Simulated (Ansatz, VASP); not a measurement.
## LiMg2Sn2 in VASP and in Ansatz

```
CELL_PARAMETERS angstrom
4.39114 0.00000 0.00000
-2.19557 3.80284 0.00000
0.00000 0.00000 7.31546
ATOMIC_POSITIONS crystal
Mg 0.33330 0.66670 0.62860
Mg 0.66670 0.33330 0.37140
Sn 0.33330 0.66670 0.25710
Sn 0.66670 0.33330 0.74290
Li 0.00000 0.00000 0.00000
```

Alike in both runs: task relaxation of cell and atoms; functional PBE; k mesh 5 × 5 × 3; no spin polarisation.

|  | VASP | Ansatz |
| --- | --- | --- |
| version | VASP 6.6.1 | Ansatz 0.2.0 |
| potentials or method | VASP PAW PBE potentials, release 64 (Mg, Sn_d, Li_sv), cutoff 600 eV | PAW plane waves |
| occupations | fermi-dirac, width 0.1 eV | fermi-dirac |
| valence electrons in the cell | 35 | 51 |

```tsv
	VASP	Ansatz	Ansatz less VASP
gap on the k mesh at the Fermi level, each at its own relaxed structure (eV)	none	none	-
relaxed volume (Å³/atom)	25.03	25.09	+0.064
relaxed cell length with the largest relative difference (Å)	6.442	6.449	+0.0070
```

A gap of «none» marks a metal or a gap that the smearing closes. VASP's potentials hold 35 valence electrons a cell and Ansatz's 51, so a difference there can come from the potentials and not from the codes. Ansatz's warnings: structure snapped to symmetry.

Noted on VASP's run: the cutoff is short for stress, so the pressure is rough.
